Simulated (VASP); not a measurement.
# Al5H (P4mm) in VASP: further runs, part 3 of 3

VASP 6.6.1.

## 5. Relaxation of cell and atoms, PBE

The input, INCAR:

```
PREC = Accurate ; ENCUT = 600
EDIFF = 1E-7 ; ISMEAR = 0
SIGMA = 0.1 ; LREAL = F
LASPH = T ; NELM = 80
ALGO = Normal ; ISIF = 3
LWAVE = F ; LCHARG = F
GGA = PE ; IBRION = 2
NSW = 90 ; EDIFFG = -0.04
```

The input, KPOINTS:

```
Automatic mesh
0
Gamma
  6 6 4
```

The input, POSCAR:

```
Al5H
1.0
    3.5314985300      0.0000000000      0.0000000000
    0.0000000000      3.5314985300      0.0000000000
    0.0000000000      0.0000000000      7.1793493100
Al H
5 1
Direct
    0.5000000000      0.0000000000      0.7967020300
    0.0000000000      0.5000000000      0.7967020300
    0.0000000000      0.0000000000      0.3197600500
    0.5000000000      0.0000000000      0.1047587800
    0.0000000000      0.5000000000      0.1047587800
    0.5000000000      0.5000000000      0.1603000400
```

Started as:

```console
> cat potpaw_PBE.64/Al/POTCAR potpaw_PBE.64/H/POTCAR > POTCAR
> mpirun -np 1 vasp_std > vasp.out
```

Run time: 17 min. Hardware: 1 thread of Oxide Virtual Turin-like, shared host; peak memory 0.19 GiB.

It converged, with:

```
Free energy                            : -20.5826 eV
Relaxed volume                         : 17.11 Å³/atom
Relaxed cell                           : a = 4.091 Å, b = 4.091 Å, c = 6.136 Å, α = 90.00°, β = 90.00°, γ = 90.00°
Space group after relaxing (to 0.05 Å) : P4mm (No. 99)
Energy gained by relaxing              : 840.4 meV/atom
Ionic steps                            : 35
Pressure after relaxing                : -0.1 GPa
Largest force after relaxing           : 0.014 eV/Å
Band gap on the k mesh                 : zero (band 8 reaches 6.66 eV, above the bottom of band 9 at 3.91 eV)
```

Forces on the atoms (eV/Å):
```
Al   0.000  0.000 -0.007
Al   0.000  0.000 -0.007
Al   0.000  0.000 -0.013
Al   0.000  0.000  0.007
Al   0.000  0.000  0.007
H    0.000  0.000  0.014
```

Stress tensor (GPa, compression positive):
```
-0.10  0.00  0.00
 0.00 -0.10  0.00
 0.00  0.00 -0.24
```

Step by step:
```tsv
step	energy change (eV)	largest force (eV/Å)	pressure (GPa)	volume (Å³)
1	0.0000	5.6238	32.86	89.54
2	-3.1858	0.2832	-5.22	135.25
3	-3.4730	0.7641	-0.71	120.43
4	-3.4730	0.7132	-1.01	121.11
5	-3.5356	0.7235	-1.05	119.76
6	-3.7287	0.7795	-1.03	115.69
7	-4.0859	1.2411	0.33	107.41
8	-3.7179	3.3306	14.18	90.29
9	-4.1454	1.8208	2.37	102.82
10	-4.2524	2.4098	6.14	96.61
11	-4.2630	2.3920	6.22	96.48
12	-4.2905	2.3344	6.49	96.09
13	-4.3255	2.2517	7.13	95.32
14	-4.2978	2.2728	8.82	93.75
15	-4.3289	2.2611	7.66	94.79
16	-4.3701	2.1656	7.33	95.02
17	-4.4822	1.8961	6.38	95.73
18	-4.6596	1.4287	4.67	97.14
19	-4.8616	0.7412	1.92	100.01
20	-4.8630	0.8306	-1.71	105.89
21	-4.9118	0.7668	-0.37	103.28
22	-4.9138	0.7507	0.02	102.64
23	-4.9243	0.7028	-0.05	102.69
24	-4.9525	0.5568	-0.24	102.83
25	-4.9947	0.2442	-0.48	103.11
26	-5.0154	0.4514	-0.64	103.60
27	-5.0193	0.2533	-0.63	103.45
28	-5.0299	0.2142	-0.15	102.67
29	-5.0354	0.1986	0.54	101.63
30	-5.0399	0.0794	0.16	102.22
31	-5.0406	0.0686	-0.06	102.57
32	-5.0410	0.0630	-0.02	102.50
33	-5.0415	0.0547	0.08	102.33
34	-5.0419	0.0442	0.03	102.42
35	-5.0423	0.0135	-0.15	102.68
```

Final structure:
```
CELL_PARAMETERS angstrom
4.09080 0.00000 0.00000
0.00000 4.09080 0.00000
0.00000 0.00000 6.13577
ATOMIC_POSITIONS crystal
Al 0.50000 0.00000 0.71034
Al 0.00000 0.50000 0.71034
Al 0.00000 0.00000 0.42865
Al 0.50000 0.00000 0.14469
Al 0.00000 0.50000 0.14469
H 0.50000 0.50000 0.14427
```

Levels at points of the mesh, in eV from the Fermi level:
```tsv
k point	band 6	band 7	band 8	band 9	band 10	band 11
(0.00, 0.00, 0.00)	-1.83	-1.50	0.87	0.87	1.47	1.93
(0.50, 0.00, 0.00)	-2.87	-0.38	0.05	0.79	1.28	2.48
(0.50, 0.50, 0.00)	-2.35	-2.35	-2.17	-1.88	-1.88	-0.49
(0.00, 0.00, 0.50)	-1.20	-0.74	-0.72	-0.72	-0.38	0.18
(0.50, 0.00, 0.50)	-0.48	0.07	0.84	1.11	1.13	1.30
(0.50, 0.50, 0.50)	-4.83	-4.32	-2.73	1.77	1.77	2.74
```

## 6. Relaxation of cell and atoms, PBE

This run uses another cell than the first one, of 17.09 Å³/atom, 1.145 times its volume.

The input, INCAR:

```
PREC = Accurate
ENCUT = 600
EDIFF = 1E-7
ISMEAR = 0
SIGMA = 0.1
LREAL = False
LASPH = True
NELM = 60
ALGO = Normal
ISIF = 3
LWAVE = False
LCHARG = False
GGA = PE
IBRION = 2
NSW = 100
EDIFFG = -0.01
```

The input, KPOINTS:

```
Automatic mesh
0
Gamma
  10 10 6
```

The input, POSCAR:

```
Al5H
1.0
    4.0924679718      0.0000000000      0.0000000000
    0.0000000000      4.0924679718      0.0000000000
    0.0000000000      0.0000000000      6.1220616991
Al H
5 1
Direct
    0.5000000000      0.0000000000      0.7095754722
    0.0000000000      0.5000000000      0.7095754722
    0.0000000000      0.0000000000      0.4280776995
    0.5000000000      0.0000000000      0.1444491836
    0.0000000000      0.5000000000      0.1444491836
    0.5000000000      0.5000000000      0.1468546989
```

Potentials or basis: VASP PAW PBE potentials, release 64 (Al, H).

Started as:

```console
> cat potpaw_PBE.64/Al/POTCAR potpaw_PBE.64/H/POTCAR > POTCAR
> mpirun -np 1 vasp_std > vasp.out
```

Run time: 5.6 min. Hardware: 1 thread of Oxide Virtual Turin-like, shared host; peak memory 0.27 GiB.

It converged, with:

- Free energy: -20.5975 eV
- Relaxed volume: 17.12 Å³/atom
- Relaxed cell: a = 4.102 Å, b = 4.102 Å, c = 6.103 Å, α = 90.00°, β = 90.00°, γ = 90.00°
- Space group after relaxing (to 0.05 Å): P4mm (No. 99)
- Energy gained by relaxing: 0.1 meV/atom
- Ionic steps: 7
- Pressure after relaxing: 0.0 GPa
- Largest force after relaxing: 0.008 eV/Å
- Band gap on the k mesh: zero (band 8 reaches 6.70 eV, above the bottom of band 9 at 3.90 eV)

Forces on the atoms (eV/Å):
```
Al   0.000  0.000  0.005
Al   0.000  0.000  0.005
Al   0.000  0.000 -0.001
Al   0.000  0.000 -0.008
Al   0.000  0.000 -0.008
H    0.000  0.000  0.008
```

Step by step:
| step | energy change (eV) | largest force (eV/Å) | pressure (GPa) | volume (Å³) |
| --- | --- | --- | --- | --- |
| 1 | 0.0000 | 0.0467 | 0.03 | 102.53 |
| 2 | -0.0003 | 0.0222 | 0.01 | 102.57 |
| 3 | -0.0004 | 0.0226 | -0.01 | 102.62 |
| 4 | -0.0005 | 0.0209 | 0.00 | 102.60 |
| 5 | -0.0006 | 0.0212 | 0.03 | 102.56 |
| 6 | -0.0006 | 0.0138 | 0.01 | 102.61 |
| 7 | -0.0006 | 0.0078 | -0.04 | 102.69 |

Final structure:
```
Al H
1.0
     4.10194    0.00000    0.00000
     0.00000    4.10194    0.00000
     0.00000    0.00000    6.10330
Al H
5 1
Direct
  0.50000 0.00000 0.70841
  0.00000 0.50000 0.70841
  0.00000 0.00000 0.42846
  0.50000 0.00000 0.14423
  0.00000 0.50000 0.14423
  0.50000 0.50000 0.14925
```

Levels at points of the mesh, in eV from the Fermi level:
```csv
k point,band 4,band 5,band 6,band 7,band 8,band 9,band 10,band 11,band 12
"(0.00, 0.00, 0.00)",-1.89,-1.81,-1.81,-1.51,0.94,0.94,1.48,2.01,2.93
"(0.50, 0.00, 0.00)",-4.77,-3.47,-2.79,-0.37,0.09,0.82,1.28,2.54,3.42
"(0.50, 0.50, 0.00)",-5.85,-3.05,-2.27,-2.27,-2.09,-1.83,-1.83,-0.39,1.59
"(0.00, 0.00, 0.50)",-1.67,-1.18,-1.18,-0.72,-0.66,-0.66,-0.40,0.28,2.01
"(0.50, 0.00, 0.50)",-6.03,-1.27,-0.38,0.07,0.97,1.15,1.27,1.34,1.93
"(0.50, 0.50, 0.50)",-4.99,-4.79,-4.79,-4.25,-2.67,1.88,1.88,2.87,3.23
```

## 7. The runs side by side

```tsv
task	cell	k mesh	cutoff (eV)	gap on the mesh (eV)	pressure (GPa)	relaxed volume (Å³/atom)	largest force (eV/Å)
single point	a = 3.531, b = 3.531, c = 7.179 Å, 6 atoms	6 × 6 × 4	520	none	32.8	-	5.62
single point	a = 4.092, b = 4.092, c = 6.122 Å, 6 atoms	6 × 6 × 4	520	none	0.0	-	0.01
single point	a = 4.101, b = 4.101, c = 6.105 Å, 6 atoms	10 × 10 × 6	520	none	0.0	-	-
relaxation of cell and atoms	relaxed from a = 3.531, b = 3.531, c = 7.179 Å, 6 atoms	6 × 6 × 4	600	none	-0.1	17.11	0.01
relaxation of cell and atoms	relaxed from a = 4.092, b = 4.092, c = 6.122 Å, 6 atoms	10 × 10 × 6	600	none	0.0	17.12	0.01
```

Alike in all rows: level PBE; potentials or basis VASP PAW PBE potentials, release 64 (Al, H); no spin polarisation; smearing gaussian 0.1 eV.

Caveats: forces of over 1 eV/Å act on the atoms, so gaps and moduli don't describe the material at rest (some runs).

Absolute energies hang on the potentials; compare differences alone.
